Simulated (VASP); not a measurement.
# Lu3Bi (Fm-3m) in VASP: further runs

The runs below take Lu3Bi through single point, relaxation of cell and atoms, with PBE.

Everything below comes from runs of VASP 6.6.1. Logs are shortened: lines on timing, memory, paths and dates and some standing lists are left out, and cuts for length are marked.

### 1 The cell of the first run

The structure is cubic, space group Fm-3m (No. 225). The conventional cell has a = 7.624 Å, b = 7.624 Å, c = 7.624 Å, α = 90.00°, β = 90.00°, γ = 90.00°. Within 4.3 Å of Lu (site symmetry -43m) lie 10 Lu at 3.30 to 3.81 Å and 4 Bi at 3.30 Å. Lu (site symmetry m-3m) has 8 Lu at 3.30 Å and 6 Bi at 3.81 Å within 4.3 Å. Bi (site symmetry m-3m) has 14 Lu at 3.30 to 3.81 Å within 4.3 Å.

### 2 Single point, PBE

INCAR reads:

```
SYSTEM = Lu3Bi
PREC = Accurate
ENCUT = 520
EDIFF = 1E-6
ISMEAR = 0
SIGMA = 0.1
LREAL = .False.
LASPH = .True.
NELM = 80
ALGO = Fast
ISIF = 2
LWAVE = .False.
LCHARG = .False.
GGA = PE
NBANDS = 53
```

KPOINTS reads:

```
regular mesh
0
Gamma
  4 4 4
  0 0 0
```

POSCAR reads:

```
Lu3Bi
1.0
    0.0000000000      3.8121007897      3.8121007897
    3.8121007897      0.0000000000      3.8121007897
    3.8121007897      3.8121007897      0.0000000000
Lu Bi
3 1
Direct
    0.2500000000      0.2500000000      0.2500000000
    0.7500000000      0.7500000000      0.7500000000
    0.5000000000      0.5000000000      0.5000000000
    0.0000000000      0.0000000000      0.0000000000
```

Potentials or basis: VASP PAW PBE potentials, release 64 (Lu, Bi_d).

Launch:

```bash
> cat potpaw_PBE.64/Lu/POTCAR potpaw_PBE.64/Bi_d/POTCAR > POTCAR
> mpirun -np 1 vasp_std > vasp.out
```

OUTCAR:

```text
SYSTEM = Lu3Bi
   PREC = Accurate
   ENCUT = 520
   EDIFF = 1E-6
   ISMEAR = 0
   LREAL = .False.
   LASPH = .True.
   NELM = 80
   ISIF = 2
   GGA = PE

 ion  position               nearest neighbor table
   1  0.250  0.250  0.250-   4 3.30   4 3.30   4 3.30   3 3.30   3 3.30   3 3.30   4 3.30   3 3.30

   2  0.750  0.750  0.750-   3 3.30   3 3.30   3 3.30   4 3.30   4 3.30   4 3.30   4 3.30   3 3.30

   3  0.500  0.500  0.500-   1 3.30   1 3.30   1 3.30   2 3.30   2 3.30   2 3.30   2 3.30   1 3.30
                             4 3.81   4 3.81   4 3.81   4 3.81   4 3.81   4 3.81
   4  0.000  0.000  0.000-   2 3.30   2 3.30   2 3.30   1 3.30   1 3.30   1 3.30   2 3.30   1 3.30
                             3 3.81   3 3.81   3 3.81   3 3.81   3 3.81   3 3.81

  LATTYP: Found a face centered cubic cell.
 ALAT       =     7.6242015794

  Lattice vectors:

 A1 = (   0.0000000000,   3.8121007897,   3.8121007897)
 A2 = (   3.8121007897,   0.0000000000,   3.8121007897)
 A3 = (   3.8121007897,   3.8121007897,   0.0000000000)

Analysis of symmetry for initial positions (statically):
=====================================================================
 Subroutine PRICEL returns:
 Original cell was already a primitive cell.

 Routine SETGRP: Setting up the symmetry group for a
 face centered cubic supercell.

 Subroutine GETGRP returns: Found 48 space group operations
 (whereof 48 operations were pure point group operations)
 out of a pool of 48 trial point group operations.

The static configuration has the point symmetry O_h .

Analysis of symmetry for dynamics (positions and initial velocities):
=====================================================================
 Subroutine PRICEL returns:
 Original cell was already a primitive cell.

 Routine SETGRP: Setting up the symmetry group for a
 face centered cubic supercell.

 Subroutine GETGRP returns: Found 48 space group operations
 (whereof 48 operations were pure point group operations)
 out of a pool of 48 trial point group operations.

The dynamic configuration has the point symmetry O_h .

 Subroutine INISYM returns: Found 48 space group operations
 (whereof 48 operations are pure point group operations),
 and found     1 'primitive' translations

----------------------------------------------------------------------------------------

                                     Primitive cell

  volume of cell :     110.7958

  direct lattice vectors                    reciprocal lattice vectors
     0.000000000  3.812100790  3.812100790    -0.131161275  0.131161275  0.131161275
     3.812100790  0.000000000  3.812100790     0.131161275 -0.131161275  0.131161275
     3.812100790  3.812100790  0.000000000     0.131161275  0.131161275 -0.131161275

  length of vectors
     5.391124638  5.391124638  5.391124638     0.227177992  0.227177992  0.227177992

  position of ions in fractional coordinates (direct lattice)
     0.250000000  0.250000000  0.250000000
     0.750000000  0.750000000  0.750000000
     0.500000000  0.500000000  0.500000000
     0.000000000  0.000000000  0.000000000

  ion indices of the primitive-cell ions
   primitive index   ion index
                 1           1
                 2           2
                 3           3
                 4           4

----------------------------------------------------------------------------------------

 KPOINTS: regular mesh

Automatic generation of k-mesh.
 Grid dimensions read from file:
 generate k-points for:    4    4    4

 Generating k-lattice:

  Cartesian coordinates                     Fractional coordinates (reciprocal lattice)
    -0.032790319  0.032790319  0.032790319     0.250000000  0.000000000  0.000000000
     0.032790319 -0.032790319  0.032790319     0.000000000  0.250000000  0.000000000
     0.032790319  0.032790319 -0.032790319     0.000000000  0.000000000  0.250000000

  Length of vectors
     0.056794498  0.056794498  0.056794498

  Shift w.r.t. Gamma in fractional coordinates (k-lattice)
     0.000000000  0.000000000  0.000000000

 Subroutine IBZKPT returns following result:
 ===========================================

 Found      8 irreducible k-points:

 Following reciprocal coordinates:
            Coordinates               Weight
  0.000000  0.000000  0.000000      1.000000
  0.250000  0.000000  0.000000      8.000000
  0.500000  0.000000  0.000000      4.000000
  0.250000  0.250000  0.000000      6.000000
  0.500000  0.250000  0.000000     24.000000
 -0.250000  0.250000  0.000000     12.000000
  0.500000  0.500000  0.000000      3.000000
 -0.250000  0.500000  0.250000      6.000000
   k-points           NKPTS =      8   k-points in BZ     NKDIM =      8   number of bands    NBANDS=     53
   number of dos      NEDOS =    301   number of ions     NIONS =      4
   total plane-waves  NPLWV =  64000
   dimension x,y,z NGX =    40 NGY =   40 NGZ =   40
   dimension x,y,z NGXF=    80 NGYF=   80 NGZF=   80
[... 47 lines left out ...]
  energy-cutoff  :      520.00
  volume of cell :      110.80
 maximum number of plane-waves:      2998
   NGX = 21   NGY = 21   NGZ = 21

 number of electron      90.0000030 magnetization

 Free energy of the ion-electron system (eV)
  ---------------------------------------------------
  ext. energy  EPLUGINS =         0.00000000
  ---------------------------------------------------
  free energy    TOTEN  =       -17.62485537 eV

  energy without entropy =      -17.59239079  energy(sigma->0) =      -17.60862308

 E-fermi :   4.4817     XC(G=0): -10.8880

 val. band max:        4.4590326735   @ k =   0.2500   0.2500   0.0000
 cond. band min:       4.5498833822   @ k =   0.5000   0.0000   0.0000
 fundamental gap:      0.0908507087
 Fermi energy:         4.4817005487

 k-point     1 :       0.0000    0.0000    0.0000
  band No.  band energies     occupation
      1     -52.0672      2.00000
      2     -51.9914      2.00000
      3     -51.9892      2.00000
      4     -22.8426      2.00000
      5     -22.8426      2.00000
      6     -22.8426      2.00000
[... 45 lines left out ...]
     52       7.9483      0.00000
     53       7.9494      0.00000

 k-point     2 :       0.2500    0.0000    0.0000
  band No.  band energies     occupation
      1     -52.0639      2.00000
      2     -51.9926      2.00000
      3     -51.9914      2.00000
      4     -22.8691      2.00000
      5     -22.8691      2.00000
      6     -22.8627      2.00000
[... 45 lines left out ...]
     52       8.0509      0.00000
     53       8.0511      0.00000

 k-point     3 :       0.5000    0.0000    0.0000
  band No.  band energies     occupation
      1     -52.0603      2.00000
      2     -51.9951      2.00000
      3     -51.9926      2.00000
      4     -22.8892      2.00000
      5     -22.8892      2.00000
      6     -22.8523      2.00000
[... 45 lines left out ...]
     52       7.5847      0.00000
     53       7.6042      0.00000

 k-point     4 :       0.2500    0.2500    0.0000
  band No.  band energies     occupation
      1     -52.0627      2.00000
      2     -51.9926      2.00000
      3     -51.9925      2.00000
      4     -22.9011      2.00000
      5     -22.9011      2.00000
      6     -22.8215      2.00000
[... 45 lines left out ...]
     52       7.7354      0.00000
     53       7.7970      0.00000

 k-point     5 :       0.5000    0.2500    0.0000
  band No.  band energies     occupation
      1     -52.0591      2.00000
      2     -51.9950      2.00000
      3     -51.9938      2.00000
      4     -22.9171      2.00000
      5     -22.9092      2.00000
      6     -22.8283      2.00000
[... 45 lines left out ...]
     52       7.4144      0.00000
     53       7.9011      0.00000

 k-point     6 :      -0.2500    0.2500    0.0000
  band No.  band energies     occupation
      1     -52.0603      2.00000
      2     -51.9938      2.00000
      3     -51.9937      2.00000
      4     -22.8899      2.00000
      5     -22.8856      2.00000
      6     -22.8717      2.00000
[... 45 lines left out ...]
     52       7.9103      0.00000
     53       8.3655      0.00000

 k-point     7 :       0.5000    0.5000    0.0000
  band No.  band energies     occupation
      1     -52.0578      2.00000
      2     -51.9963      2.00000
      3     -51.9938      2.00000
      4     -22.9402      2.00000
      5     -22.9402      2.00000
      6     -22.7441      2.00000
[... 45 lines left out ...]
     52       8.3311      0.00000
     53       8.7790      0.00000

 k-point     8 :      -0.2500    0.5000    0.2500
  band No.  band energies     occupation
      1     -52.0578      2.00000
      2     -51.9951      2.00000
      3     -51.9951      2.00000
      4     -22.9453      2.00000
      5     -22.8607      2.00000
      6     -22.8607      2.00000
[... 45 lines left out ...]
     52       7.2330      0.00000
     53       7.4668      0.00000

------------------------ aborting loop because EDIFF is reached ----------------------------------------

  FORCE on cell =-STRESS in cart. coord.  units (eV):
  Direction    XX          YY          ZZ          XY          YZ          ZX
  --------------------------------------------------------------------------------------
  -------------------------------------------------------------------------------------
  Total       -0.4425524     -0.4425524     -0.4425524      0.0000000      0.0000000      0.0000000
  in kB       -6.3995896     -6.3995896     -6.3995896      0.0000000      0.0000000      0.0000000
  external PRESSURE =      -6.3995896 kB  Pullay stress =       0.0000000 kB

 VOLUME and BASIS-vectors are now :
 -----------------------------------------------------------------------------
  energy-cutoff  :      520.00
  volume of cell :      110.80
      direct lattice vectors                 reciprocal lattice vectors
     0.000000000  3.812100790  3.812100790    -0.131161275  0.131161275  0.131161275
     3.812100790  0.000000000  3.812100790     0.131161275 -0.131161275  0.131161275
     3.812100790  3.812100790  0.000000000     0.131161275  0.131161275 -0.131161275

 POSITION                                       TOTAL-FORCE (eV/Angst)
 -----------------------------------------------------------------------------------
      1.90605      1.90605      1.90605        -0.000000     -0.000000      0.000000
      5.71815      5.71815      5.71815         0.000000      0.000000     -0.000000
      3.81210      3.81210      3.81210         0.000000     -0.000000     -0.000000
      0.00000      0.00000      0.00000         0.000000     -0.000000     -0.000000
 -----------------------------------------------------------------------------------
    total drift:                               -0.000000     -0.000000      0.000000

  FREE ENERGIE OF THE ION-ELECTRON SYSTEM (eV)
  ---------------------------------------------------
  free  energy   TOTEN  =       -17.6248553681 eV

  energy  without entropy=      -17.5923907923  energy(sigma->0) =      -17.60862308
```

Run time: 4.1 min. Hardware: 1 thread of Intel Xeon Platinum 8559C (Emerald Rapids), shared host; peak memory 0.27 GiB.

Results:

* Free energy: -17.6249 eV
* Pressure: -0.6 GPa
* Band gap on the k mesh: zero (band 45 reaches 4.80 eV, above the bottom of band 46 at 4.38 eV)

Caveat: spin-orbit coupling is left out, which moves the levels of the heavy elements.

### 3 Single point, PBE

This run uses another cell than the first one, of 32.07 Å³/atom, 1.158 times its volume.

INCAR reads:

```
ALGO     = Normal         # electronic algorithm
EDIFF    = 1E-6           # SCF threshold, eV
ENCUT    = 520            # plane-wave cutoff, eV
GGA      = PE             # functional
ISIF     = 2              # what is computed and relaxed
ISMEAR   = 0              # smearing method
LASPH    = T              # aspherical terms in the spheres
LCHARG   = T              # write CHGCAR
LELF     = T              # ELF
LREAL    = F              # projectors in reciprocal space
LVHAR    = T            
LWAVE    = F              # write WAVECAR
NBANDS   = 53             # bands
NELM     = 80             # most SCF steps
PREC     = Accurate       # precision mode
SIGMA    = 0.1            # smearing width, eV
```

KPOINTS reads:

```
k-points
0
Gamma
  4 4 4
```

POSCAR reads:

```
Lu3Bi
1.0
    0.0000000000      4.0028773200      4.0028773200
    4.0028773200      0.0000000000      4.0028773200
    4.0028773200      4.0028773200      0.0000000000
Lu Bi
3 1
Direct
    0.2500000000      0.2500000000      0.2500000000
    0.7500000000      0.7500000000      0.7500000000
    0.5000000000      0.5000000000      0.5000000000
    0.0000000000      0.0000000000      0.0000000000
```

Potentials or basis: VASP PAW PBE potentials, release 64 (Lu, Bi_d).

Launch:

```bash
> cat potpaw_PBE.64/Lu/POTCAR potpaw_PBE.64/Bi_d/POTCAR > POTCAR
> mpirun -np 1 vasp_std > vasp.out
```

It took 48 s on 1 thread of Intel Xeon Platinum 8559C (Emerald Rapids), shared host; peak memory 0.27 GiB.

It converged, with:

- Free energy: -17.3473 eV
- Pressure: -4.6 GPa
- Band gap on the k mesh: zero (band 45 reaches 4.05 eV, above the bottom of band 46 at 3.28 eV)

Levels at points of the mesh, in eV from the Fermi level:
```csv
k point,band 42,band 43,band 44,band 45,band 46,band 47,band 48,band 49
"(0.00, 0.00, 0.00)",-2.48,-2.48,-0.88,-0.88,0.15,0.15,0.15,2.66
"(0.50, 0.00, 0.00)",-2.60,-1.41,-0.64,0.07,0.07,0.12,0.12,1.64
"(0.50, 0.50, 0.00)",-2.36,-2.36,-2.08,0.44,0.55,0.55,1.05,1.34
```

Caveat: spin-orbit coupling is left out, which moves the levels of the heavy elements.

### 4 Relaxation of cell and atoms, PBE

This run uses another cell than the first one, of 32.07 Å³/atom, 1.158 times its volume.

INCAR reads:

```
  ALGO = Normal
  EDIFF = 1E-6
  EDIFFG = -0.04
  ENCUT = 600
  GGA = PE
  IBRION = 2
  ISIF = 3
  ISMEAR = 0
  LASPH = True
  LCHARG = False
  LREAL = False
  LWAVE = False
  NELM = 80
  NSW = 90
  PREC = Accurate
  SIGMA = 0.1
```

KPOINTS is that of step 3.

POSCAR is that of step 3.

Launch:

```bash
> cat potpaw_PBE.64/Lu/POTCAR potpaw_PBE.64/Bi_d/POTCAR > POTCAR
> mpirun -np 1 vasp_std > vasp.out
```

It took 2.9 min on 1 thread of Intel Xeon Platinum 8559C (Emerald Rapids), shared host; peak memory 0.38 GiB.

The run converged. Its results:

```
Free energy                            : -17.6277 eV
Relaxed volume                         : 27.86 Å³/atom
Relaxed cell                           : a = 5.401 Å, b = 5.401 Å, c = 5.401 Å, α = 60.00°, β = 60.00°, γ = 60.00°
Space group after relaxing (to 0.05 Å) : Fm-3m (No. 225)
Energy gained by relaxing              : 70.0 meV/atom
Ionic steps                            : 3
Pressure after relaxing                : 0.0 GPa
Band gap on the k mesh                 : zero (band 45 reaches 4.77 eV, above the bottom of band 46 at 4.34 eV)
```

The path:
| step | energy change (eV) | largest force (eV/Å) | pressure (GPa) | volume (Å³) |
| --- | --- | --- | --- | --- |
| 1 | 0.0000 | 0.0000 | -4.51 | 128.28 |
| 2 | -0.2798 | 0.0000 | -0.36 | 112.25 |
| 3 | -0.2801 | 0.0000 | -0.02 | 111.43 |

Final structure:
```
Lu Bi
1.0
     0.00000    3.81940    3.81940
     3.81940    0.00000    3.81940
     3.81940    3.81940    0.00000
Lu Bi
3 1
Direct
  0.25000 0.25000 0.25000
  0.75000 0.75000 0.75000
  0.50000 0.50000 0.50000
  0.00000 0.00000 0.00000
```

Levels at points of the mesh, in eV from the Fermi level:
| k point | band 41 | band 42 | band 43 | band 44 | band 45 | band 46 | band 47 | band 48 | band 49 | band 50 |
| --- | --- | --- | --- | --- | --- | --- | --- | --- | --- | --- |
| (0.00, 0.00, 0.00) | -2.82 | -2.82 | -2.82 | -1.17 | -1.17 | 0.25 | 0.25 | 0.25 | 3.26 | 3.26 |
| (0.50, 0.00, 0.00) | -2.95 | -2.95 | -1.04 | -0.62 | 0.07 | 0.07 | 0.15 | 0.15 | 1.80 | 1.80 |
| (0.50, 0.50, 0.00) | -2.63 | -2.53 | -2.53 | -2.23 | 0.32 | 0.55 | 0.55 | 1.41 | 1.59 | 1.59 |

Caveat: spin-orbit coupling is left out, which moves the levels of the heavy elements.

### 5 Single point, PBE

This run uses another cell than the first one, of 27.98 Å³/atom, 1.010 times its volume.

INCAR reads:

```
SYSTEM = Lu3Bi
ALGO     = Fast           ! electronic algorithm
EDIFF    = 1E-6           ! SCF threshold, eV
ENCUT    = 520            ! plane-wave cutoff, eV
GGA      = PE             ! functional
ISIF     = 2              ! what is computed and relaxed
ISMEAR   = 0              ! smearing method
LASPH    = .TRUE.         ! aspherical terms in the spheres
LCHARG   = .FALSE.        ! write CHGCAR
LREAL    = .FALSE.        ! projectors in reciprocal space
LWAVE    = .FALSE.        ! write WAVECAR
NBANDS   = 53             ! bands
NELM     = 80             ! most SCF steps
PREC     = Accurate       ! precision mode
SIGMA    = 0.1            ! smearing width, eV
```

KPOINTS reads:

```
k-points
0
G
  10 10 10
  0 0 0
```

POSCAR reads:

```
Lu3Bi
1.0
    0.0000000000      3.8247409322      3.8247409322
    3.8247409322      0.0000000000      3.8247409322
    3.8247409322      3.8247409322      0.0000000000
Lu Bi
3 1
Direct
    0.2500000000      0.2500000000      0.2500000000
    0.7500000000      0.7500000000      0.7500000000
    0.5000000000      0.5000000000      0.5000000000
    0.0000000000      0.0000000000      0.0000000000
```

Launch:

```bash
> cat potpaw_PBE.64/Lu/POTCAR potpaw_PBE.64/Bi_d/POTCAR > POTCAR
> mpirun -np 1 vasp_std > vasp.out
```

Wall time 17 min (1 thread of Intel Xeon Platinum 8559C (Emerald Rapids), shared host); peak memory 0.43 GiB.

It converged, with:

```yaml
Free_energy: -17.6629 eV
Pressure: -1.4 GPa
Band_gap_on_the_k_mesh: zero (band 45 reaches 4.75 eV, above the bottom of band 46 at 3.97 eV)
```

Levels at points of the mesh, in eV from the Fermi level:
```tsv
k point	band 42	band 43	band 44	band 45	band 46	band 47	band 48	band 49
(0.00, 0.00, 0.00)	-2.82	-2.82	-1.19	-1.19	0.21	0.21	0.21	3.21
(0.50, 0.00, 0.00)	-2.96	-1.07	-0.65	0.04	0.04	0.13	0.13	1.78
(0.50, 0.50, 0.00)	-2.54	-2.54	-2.25	0.31	0.51	0.51	1.35	1.56
```

Caveat: spin-orbit coupling is left out, which moves the levels of the heavy elements.

### 6 The runs side by side

```tsv
task	cell	k mesh	cutoff (eV)	gap on the mesh (eV)	pressure (GPa)
single point	a = 5.391 Å, angles 60.0°, 4 atoms	4 × 4 × 4	520	none	-0.6
single point	a = 5.661 Å, angles 60.0°, 4 atoms	4 × 4 × 4	520	none	-4.6
relaxation of cell and atoms	relaxed from a = 5.661 Å, angles 60.0°, 4 atoms	4 × 4 × 4	600	none	0.0
single point	a = 5.409 Å, angles 60.0°, 4 atoms	10 × 10 × 10	520	none	-1.4
```

Alike in all rows: level PBE; potentials or basis VASP PAW PBE potentials, release 64 (Lu, Bi_d); no spin polarisation; smearing gaussian 0.1 eV.

Caveats: spin-orbit coupling is left out, which moves the levels of the heavy elements.

Absolute energies hang on the potentials; compare differences alone.
